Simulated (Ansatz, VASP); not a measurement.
## Ir: VASP beside Ansatz

```xyz
8
Lattice="2.7370 0.0000 0.0000 0.0000 3.8707 0.0000 0.0000 0.0000 12.5794" Properties=species:S:1:pos:R:3 pbc="T T T"
Ir    1.3685    1.9353    1.5000
Ir    0.0000    0.0000    2.8685
Ir    1.3685    1.9353    4.2370
Ir    0.0000    0.0000    5.6055
Ir    1.3685    1.9353    6.9739
Ir    0.0000    0.0000    8.3424
Ir    1.3685    1.9353    9.7109
Ir    0.0000    0.0000   11.0794
```

Alike in both runs: task single point; functional PBE; k mesh 13 × 9 × 1; occupations gaussian, width 0.1 eV; no spin polarisation.

|  | VASP | Ansatz |
| --- | --- | --- |
| version | VASP 6.6.1 | Ansatz 0.2.0 |
| potentials or method | VASP PAW PBE potentials, release 64 (Ir), cutoff 520 eV | scalar-relativistic, plane waves, PAW |
| valence electrons in the cell | 72 | 136 |

|  | VASP | Ansatz | Ansatz less VASP |
| --- | --- | --- | --- |
| gap on the k mesh at the Fermi level (eV) | none | none | - |
| rms of the force components (eV/Å) | 0.264 | 0.261 | -0.0027 |

Atom by atom the forces differ by 0.007 eV/Å (rms over components). A gap of «none» marks a metal or a gap that the smearing closes. VASP's potentials hold 72 valence electrons a cell and Ansatz's 136, so a difference there can come from the potentials and not from the codes. Ansatz's warnings: vacuum below fermi, vacuum density over bound.

Spin-orbit coupling is off throughout.
